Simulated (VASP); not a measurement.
Al4Co, 5 atoms in the cell. The structure is tetragonal, space group I4/mmm (No. 139). Conventional cell: a = 3.494 Å, b = 3.494 Å, c = 13.739 Å, α = 90.00°, β = 90.00°, γ = 90.00°. Within 3.3 Å of Al (site symmetry -4m2) lie 8 Al at 2.47 to 2.79 Å. Within 3.3 Å of Al (site symmetry 4mm) lie 5 Al at 2.52 to 2.79 Å and 4 Co at 2.77 Å. Co (site symmetry 4/mmm) has 8 Al at 2.77 Å and 4 Co at 3.49 Å within 3.7 Å. 

- Program: VASP 6.6.1
- Task: single point
- Functional: PBE
- Potentials or basis: VASP PAW PBE potentials, release 64 (Al, Co)
- Cutoff: 520 eV
- k mesh: 6 × 6 × 6
- Occupations: gaussian, width 0.2 eV
- Spin: collinear spin, ferromagnetic start
- Starting moments: [0.0, 0.0, 0.0, 0.0, 3.0] μB
- Dipole correction: no
- Further INCAR settings: ALGO = Normal; EDIFF = 1e-06; NBANDS = 22

Potentials or basis: VASP PAW PBE potentials, release 64 (Al, Co).

Run with:

```bash
$ cat potpaw_PBE.64/Al/POTCAR potpaw_PBE.64/Co/POTCAR > POTCAR
$ mpirun -np 1 vasp_std > vasp.out
```

Hardware: 1 thread of Intel(R) Xeon(R) Platinum 8488C (Sapphire Rapids), on a shared host.

Problem. Estimate the wall time of this run.

Solution. Run time: 6.4 min on 1 thread of Intel(R) Xeon(R) Platinum 8488C (Sapphire Rapids), on a shared host, peak memory 0.55 GiB. Counts: scf iterations 19, k points 30.
